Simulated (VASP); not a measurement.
# H3CCl in VASP: a series of runs, part 2 of 2

VASP 6.6.1. Earlier steps stand in the parts before.

**4. Single point, LDA**

Contents of INCAR:

```
PREC = Accurate
ENCUT = 520
EDIFF = 1E-7
ISMEAR = -1
SIGMA = 0.02
LREAL = Auto
LASPH = True
NELM = 80
ALGO = Normal
ISIF = 2
LWAVE = False
LCHARG = False
NBANDS = 82
```

Contents of KPOINTS:

```
regular mesh
0
Gamma
  1 1 1
```

Contents of POSCAR:

```
H3CCl
1.0
    8.3815160000      0.0000000000      0.0000000000
    0.0000000000      8.3815160000      0.0000000000
    0.0000000000      0.0000000000      8.3815160000
C Cl H
8 8 24
Direct
    0.4540944621      0.1844535046      0.7305003057
    0.7275652758      0.7829251892      0.3423724300
    0.0695816843      0.2357568726      0.8871306814
    0.0065739897      0.6297548081      0.8512899098
    0.6105458726      0.5268259346     -0.0225973440
    1.1003498651      0.2182779344      0.4123597688
    0.3508911753      0.8703079491      0.0110361896
    0.6676715764      0.1337586184      0.2513149173
    0.6430101667      0.0986814319      0.7760052000
    0.8527454938      0.7733087904      0.1876987409
   -0.0131360484      0.1667359461      1.0569686916
    0.1272442837      0.7562474378      0.7373964328
    0.4250424386      0.4733511217      0.0591420454
    1.1410704221      0.3893687013      0.5639194628
    0.2494417478      0.7866834592      0.1768415165
    0.6012635423      0.3223283234      0.3113517889
    0.4434162030      0.1890230837      0.6019913343
    0.3549238586      0.1388650931      0.8158786549
    0.4423782046      0.3238316314      0.7541475790
    0.5934487269      0.7965026852      0.3171741246
    0.7318962345      0.6704634341      0.4075157764
    0.7381719488      0.8975941822      0.4205802387
   -0.0056672325      0.3163628155      0.8435347496
    0.1833797132      0.2664434453      0.9297124768
    0.0969752966      0.1597563018      0.7865164250
   -0.1044799055      0.5670931130      0.7949755152
    0.0814530450      0.5270287619      0.8762018709
   -0.0595715620      0.6966520138      0.9360836393
    0.6846971359      0.5622013965      0.0716934741
    0.6461360928      0.4257344375     -0.0854141423
    0.5994619589      0.6227870948     -0.1014852206
    1.0931196695      0.2863443797      0.3071640023
    1.2282503547      0.2079456747      0.3835105726
    1.0215097126      0.1286402126      0.4335731149
    0.4821204183      0.8858659937      0.0383104918
    0.3394493311      0.8021937797     -0.0999341885
    0.2797107349      0.9880193512     -0.0311399513
    0.5930430724      0.1004472222      0.1350590991
    0.7959896515      0.1561531351      0.1910871494
    0.6992410442      0.0558132920      0.3597917131
```

Potentials or basis: VASP PAW LDA potentials, release 64 (C, Cl, H).

Command:

```sh
cat potpaw_LDA.64/C/POTCAR potpaw_LDA.64/Cl/POTCAR potpaw_LDA.64/H/POTCAR > POTCAR
mpirun -np 1 vasp_gam > vasp.out
```

OUTCAR:

```text
PREC = Accurate
   ENCUT = 520
   EDIFF = 1E-7
   ISMEAR = -1
   LREAL = Auto
   LASPH = True
   NELM = 80
   ISIF = 2

 ion  position               nearest neighbor table
   1  0.454  0.184  0.731-  17 1.08  18 1.16  19 1.19   9 1.78
   2  0.728  0.783  0.342-  21 1.09  20 1.15  22 1.17  10 1.67
   3  0.070  0.236  0.887-  23 0.99  24 1.05  25 1.08  11 1.69
   4  0.007  0.630  0.851-  28 1.06  27 1.09  26 1.17  12 1.75
   5  0.611  0.527  0.977-  30 1.04  31 1.05  29 1.05  13 1.76
   6  0.100  0.218  0.412-  34 1.02  32 1.05  33 1.10  14 1.95
   7  0.351  0.870  0.011-  36 1.10  35 1.13  37 1.21  15 1.77
   8  0.668  0.134  0.251-  40 1.15  38 1.19  39 1.20  16 1.75
   9  0.643  0.099  0.776-   1 1.78
  10  0.853  0.773  0.188-   2 1.67
  11  0.987  0.167  0.057-   3 1.69
  12  0.127  0.756  0.737-   4 1.75
  13  0.425  0.473  0.059-   5 1.76
  14  0.141  0.389  0.564-   6 1.95
[... 24 lines left out ...]
  39  0.796  0.156  0.191-   8 1.20
  40  0.699  0.056  0.360-   8 1.15

  LATTYP: Found a simple cubic cell.
 ALAT       =     8.3815160000

  Lattice vectors:

 A1 = (   8.3815160000,   0.0000000000,   0.0000000000)
[... 234 lines left out ...]
 Fermi energy:        -1.5968861837

 k-point     1 :       0.0000    0.0000    0.0000
  band No.  band energies     occupation
      1     -18.3344      2.00000
      2     -18.1764      2.00000
      3     -17.6231      2.00000
      4     -17.5687      2.00000
      5     -17.4397      2.00000
      6     -17.2069      2.00000
[... 60 lines left out ...]
     67       4.2774      0.00000
     68       4.4946      0.00000
 [bands above 68 left out]

------------------------ aborting loop because EDIFF is reached ----------------------------------------

  FORCE on cell =-STRESS in cart. coord.  units (eV):
  Direction    XX          YY          ZZ          XY          YZ          ZX
  --------------------------------------------------------------------------------------
  -------------------------------------------------------------------------------------
  Total       -0.3709430      4.1428525      6.9119355     -1.4064903     -3.7826401     -0.1814530
  in kB       -1.0093692     11.2730729     18.8079960     -3.8271862    -10.2929028     -0.4937498
  external PRESSURE =       9.6905665 kB  Pullay stress =       0.0000000 kB

 VOLUME and BASIS-vectors are now :
 -----------------------------------------------------------------------------
  energy-cutoff  :      520.00
  volume of cell :      588.80
      direct lattice vectors                 reciprocal lattice vectors
     8.381516000  0.000000000  0.000000000     0.119310158  0.000000000  0.000000000
     0.000000000  8.381516000  0.000000000     0.000000000  0.119310158  0.000000000
     0.000000000  0.000000000  8.381516000     0.000000000  0.000000000  0.119310158

 POSITION                                       TOTAL-FORCE (eV/Angst)
 -----------------------------------------------------------------------------------
      3.80600      1.54600      6.12270        -0.754952      2.377350      1.722976
      6.09810      6.56210      2.86960        -3.036664      1.149594      2.251734
      0.58320      1.97600      7.43550         2.093412     -2.464637      0.255209
      0.05510      5.27830      7.13510        -1.420709     -1.452976     -1.785687
      5.11730      4.41560      8.19212        -1.600690     -0.388855      0.672986
      0.84108      1.82950      3.45620         4.617549      4.538454      0.533656
[... 32 lines left out ...]
      6.67160      1.30880      1.60160        -2.302933     -0.330579      1.159994
      5.86070      0.46780      3.01560        -1.247027      0.774373     -1.429029
 -----------------------------------------------------------------------------------
    total drift:                                0.010704      0.023002      0.003598

  FREE ENERGIE OF THE ION-ELECTRON SYSTEM (eV)
  ---------------------------------------------------
  free  energy   TOTEN  =      -184.7446422589 eV

  energy  without entropy=     -184.7446422588  energy(sigma->0) =     -184.74464226
```

stdout:

```text
POSCAR found type information on POSCAR C ClH
 POSCAR found :  3 types and      40 ions
 scaLAPACK will be used
 LDA part: xc-table for (Slater(with rela. corr.)+CA(PZ))
 , standard interpolation
 POSCAR, INCAR and KPOINTS ok, starting setup
 FFT: planning ... GRIDC
 FFT: planning ... GRID_SOFT
 FFT: planning ... GRID
 WAVECAR not read
 entering main loop
```

It used 370 s of CPU time on 1 thread of AMD EPYC 7R13 Processor (Zen 3), on a shared host.

Results:

- Free energy: -184.7446 eV
- Pressure: 1.0 GPa
- Largest force: 6.496 eV/Å
- Band gap on the k mesh: 4.12 eV

Forces in eV/Å, atoms in the order of the input:
```
C   -0.755  2.377  1.723
C   -3.037  1.150  2.252
C    2.093 -2.465  0.255
C   -1.421 -1.453 -1.786
C   -1.601 -0.389  0.673
C    4.618  4.538  0.534
C   -0.452  1.932 -0.441
C    2.192  0.307 -2.018
Cl  -0.508  0.426  0.161
Cl   0.976  0.424 -1.253
Cl  -0.730 -1.619  1.001
Cl  -0.752  0.017 -0.744
Cl  -0.779  0.326 -0.681
Cl  -0.867 -1.409 -0.956
Cl   0.232  0.415 -0.492
Cl   0.195 -0.156  1.029
H   -0.611 -0.831 -0.596
H    1.199 -0.096 -1.560
H    0.837 -1.788  0.158
H    1.006 -0.252 -0.680
H    0.323 -0.121  0.591
H    0.685 -1.857 -0.482
H   -2.224  3.501 -1.601
H    1.669  1.633 -0.027
H   -0.385 -1.372 -0.236
H    1.367  0.895 -0.643
H    0.240  0.037  1.126
H    0.298  0.613  1.626
H    1.287  0.167  1.339
H    1.140 -1.737 -0.979
H   -0.486  1.594 -1.254
H   -1.882  1.058 -1.355
H    0.200 -1.810  0.807
H   -1.863 -2.216  1.024
H   -0.924  0.283 -0.017
H   -0.001 -0.734  0.342
H    1.432 -1.557  1.189
H    0.836 -0.276  2.239
H   -2.303 -0.331  1.160
H   -1.247  0.774 -1.429
```

Caveat: the k points lie up to 0.75 Å⁻¹ apart.

**5. Single point, LDA**

Contents of INCAR:

```
SYSTEM = H3CCl
PREC = Accurate ; ENCUT = 520
EDIFF = 1E-7 ; ISMEAR = -1
SIGMA = 0.02 ; LREAL = Auto
LASPH = .True. ; NELM = 60
ALGO = Normal ; ISIF = 2
LWAVE = .False. ; LCHARG = .True.
LELF = .True. ; LVHAR = .True.
NBANDS = 82
```

Contents of KPOINTS:

```
Automatic mesh
0
Gamma
  1 1 1
  0 0 0
```

Contents of POSCAR:

```
H3CCl
1.0
    8.3815160000      0.0000000000      0.0000000000
    0.0000000000      8.3815160000      0.0000000000
    0.0000000000      0.0000000000      8.3815160000
C Cl H
8 8 24
Direct
    0.4387631068      0.1867681217      0.7268971389
    0.7268374838      0.7139758488      0.3352496136
    0.0941237838      0.2250547514      0.8917599155
   -0.0315694679      0.6173942757      0.8680649181
    0.5921243842      0.5022480420     -0.0838989033
    1.2260192548      0.3079156563      0.3592309554
    0.3329230655      0.8719186362      0.0381792506
    0.6243977820      0.1834870923      0.1990689990
    0.6659057860      0.1463100470      0.7840586357
    0.8548453526      0.7619266013      0.1857062613
   -0.0283361626      0.1685971846      1.0650937134
    0.0606334224      0.7371578125      0.7279828613
    0.4138750078      0.4764889788      0.0224899648
    1.1216825214      0.3504139347      0.5575840934
    0.1810173720      0.7711254145      0.1726895230
    0.6136837298      0.3330900997      0.3450927016
    0.4470790248      0.1712816631      0.5959423092
    0.3742759663      0.0960088843      0.7888668351
    0.4209620312      0.3172218486      0.7441851808
    0.6154733821      0.7730821011      0.2965096052
    0.6973678747      0.5706366247      0.3130340621
    0.7844284972      0.7750745808      0.4241356814
    0.0568393594      0.3502349694      0.8414587528
    0.2128612533      0.1798362015      0.8696636742
   -0.0038179251      0.1611641617      0.8137668651
   -0.0193759697      0.4934190903      0.8518864606
    0.0538208124      0.6228586809      0.9637635960
   -0.1820315084      0.6387507940      0.9156458092
    0.6709764677      0.4059766753     -0.0327864315
    0.5653989087      0.4578885252     -0.2111670490
    0.6437618207      0.6214388901     -0.0659546555
    1.3574751871      0.3577276474      0.3503065555
    1.2275941488      0.1925308023      0.3084286900
    1.1318596779      0.3768769278      0.2833616257
    0.4127892854      0.9362029494      0.1077609349
    0.3893687013      0.7860630464     -0.0478553045
    0.2685910282      0.9312993019     -0.0456957906
    0.5887956308      0.2373436977      0.0861896583
    0.7356187115      0.1262898025      0.1897747376
    0.5203831860      0.1006023254      0.1999161011
```

Potentials or basis: VASP PAW LDA potentials, release 64 (C, Cl, H).

Command:

```sh
cat potpaw_LDA.64/C/POTCAR potpaw_LDA.64/Cl/POTCAR potpaw_LDA.64/H/POTCAR > POTCAR
mpirun -np 1 vasp_gam > vasp.out
```

OUTCAR:

```text
SYSTEM = H3CCl
   PREC = Accurate
   ENCUT = 520
   EDIFF = 1E-7
   ISMEAR = -1
   LREAL = Auto
   LASPH = .True.
   NELM = 60
   ISIF = 2

 ion  position               nearest neighbor table
   1  0.439  0.187  0.727-  18 1.07  17 1.11  19 1.11   9 1.99
   2  0.727  0.714  0.335-  22 1.02  20 1.11  21 1.24  10 1.70
   3  0.094  0.225  0.892-  24 1.08  23 1.17  25 1.18  11 1.84
   4  0.968  0.617  0.868-  26 1.05  27 1.08  28 1.33  12 1.73
   5  0.592  0.502  0.916-  31 1.10  29 1.13  30 1.15  13 1.75
   6  0.226  0.308  0.359-  33 1.06  34 1.17  32 1.18  14 1.91
[... 355 lines left out ...]
  Total       -7.6897104      1.3312908      3.2505762     -0.4107122      0.4424456      0.5811168
  in kB      -20.9243913      3.6225615      8.8451091     -1.1175847      1.2039342      1.5812709
  external PRESSURE =      -2.8189069 kB  Pullay stress =       0.0000000 kB

 VOLUME and BASIS-vectors are now :
 -----------------------------------------------------------------------------
  energy-cutoff  :      520.00
  volume of cell :      588.80
      direct lattice vectors                 reciprocal lattice vectors
     8.381516000  0.000000000  0.000000000     0.119310158  0.000000000  0.000000000
     0.000000000  8.381516000  0.000000000     0.000000000  0.119310158  0.000000000
     0.000000000  0.000000000  8.381516000     0.000000000  0.000000000  0.119310158

 POSITION                                       TOTAL-FORCE (eV/Angst)
 -----------------------------------------------------------------------------------
      3.67750      1.56540      6.09250         3.429199      0.812539     -1.334859
      6.09200      5.98420      2.80990        -3.086601     -3.184816     -3.050271
      0.78890      1.88630      7.47430        -5.286221     -0.073655     -2.059266
      8.11692      5.17470      7.27570        -2.856786      1.222903      1.616258
      4.96290      4.20960      7.67832        -0.086863     -2.074849     -0.555845
      1.89438      2.58080      3.01090        -0.818545      3.905858     -0.111131
[... 32 lines left out ...]
      6.16560      1.05850      1.59060         1.344779     -0.739755      0.204105
      4.36160      0.84320      1.67560         0.435786     -0.150077      1.083382
 -----------------------------------------------------------------------------------
    total drift:                               -0.012003     -0.021532      0.011511

  FREE ENERGIE OF THE ION-ELECTRON SYSTEM (eV)
  ---------------------------------------------------
  free  energy   TOTEN  =      -183.7655050462 eV

  energy  without entropy=     -183.7655050461  energy(sigma->0) =     -183.76550505
```

OSZICAR:

```text
N       E                     dE             d eps       ncg     rms          rms(c)
DAV:   1     0.867079087838E+03    0.86708E+03   -0.53362E+04   164   0.121E+03
DAV:   2    -0.765268649127E+02   -0.94361E+03   -0.88435E+03   222   0.251E+02
DAV:   3    -0.197801514325E+03   -0.12127E+03   -0.12006E+03   200   0.959E+01
[... 12 lines left out ...]
DAV:  16    -0.183765501726E+03   -0.16363E-04   -0.99105E-06   200   0.112E-02    0.652E-03
DAV:  17    -0.183765504267E+03   -0.25403E-05   -0.25486E-06   200   0.555E-03    0.564E-03
DAV:  18    -0.183765504849E+03   -0.58217E-06   -0.38544E-07   200   0.217E-03    0.158E-03
DAV:  19    -0.183765505022E+03   -0.17309E-06   -0.10263E-07   136   0.140E-03    0.669E-04
DAV:  20    -0.183765505046E+03   -0.24317E-07   -0.65939E-08   144   0.942E-04
   1 F= -.18376551E+03 E0= -.18376551E+03  d E =-.305769E-10
```

stdout:

```text
POSCAR found type information on POSCAR C ClH
 POSCAR found :  3 types and      40 ions
 scaLAPACK will be used
 LDA part: xc-table for (Slater(with rela. corr.)+CA(PZ))
 , standard interpolation
 POSCAR, INCAR and KPOINTS ok, starting setup
 FFT: planning ... GRIDC
 FFT: planning ... GRID_SOFT
 FFT: planning ... GRID
 WAVECAR not read
 entering main loop
```

It used 240 s of CPU time on 1 thread of AMD EPYC 7R13 Processor (Zen 3), on a shared host.

Results:

| Item | Value |
| --- | --- |
| Free energy | -183.7655 eV |
| Pressure | -0.3 GPa |
| Largest force | 5.674 eV/Å |
| Band gap on the k mesh | 3.85 eV |

Forces in eV/Å, atoms in the order of the input:
```
C    3.429  0.813 -1.335
C   -3.087 -3.185 -3.050
C   -5.286 -0.074 -2.059
C   -2.857  1.223  1.616
C   -0.087 -2.075 -0.556
C   -0.819  3.906 -0.111
C   -0.644 -4.101  0.589
C   -2.725  0.501 -0.489
Cl  -2.156  0.297 -0.429
Cl   0.964  0.423 -1.903
Cl   1.528  0.657  0.151
Cl  -0.485  0.220 -0.648
Cl  -0.558  0.312  0.176
Cl   1.435 -0.984 -1.643
Cl   2.207  1.106 -1.355
Cl   0.528 -0.706  0.126
H   -0.270 -0.324  0.272
H   -0.429 -0.418  0.486
H   -0.325 -0.733  0.597
H   -0.246  0.023  0.662
H    0.861  2.802  1.548
H    0.558  0.317  3.265
H    1.397 -1.484  1.419
H    0.236 -0.013  0.641
H    2.154  0.316 -0.005
H   -0.421 -1.499 -1.442
H   -0.117  0.626  1.417
H    4.251  0.051 -1.437
H    0.060  0.816 -0.365
H    0.682  1.158  1.067
H   -0.467  0.092 -0.200
H   -2.193 -0.299  0.584
H   -0.441 -1.955  0.390
H    1.702 -0.658  0.554
H    1.320  1.081  1.126
H    0.144 -0.301  1.183
H   -2.216  2.384 -1.608
H    0.593  0.574 -0.521
H    1.345 -0.740  0.204
H    0.436 -0.150  1.083
```

Caveat: the k points lie up to 0.75 Å⁻¹ apart.

**6. The runs side by side**

```csv
cell,gap on the mesh (eV),pressure (GPa),largest force (eV/Å)
"as given, atomic positions A",5.36,-1.0,0.31
"as given, atomic positions B",4.23,0.5,4.10
"as given, atomic positions C",4.12,1.0,6.50
"as given, atomic positions D",3.85,-0.3,5.67
```

Alike in all rows: task single point; level LDA; potentials or basis VASP PAW LDA potentials, release 64 (C, Cl, H); no spin polarisation; k mesh 1 × 1 × 1; cutoff (eV) 520; smearing fermi-dirac 0.02 eV.

Caveats: all runs use coarse meshes.

Total energies depend on the potentials used, so only differences within one code and one set of settings carry meaning.
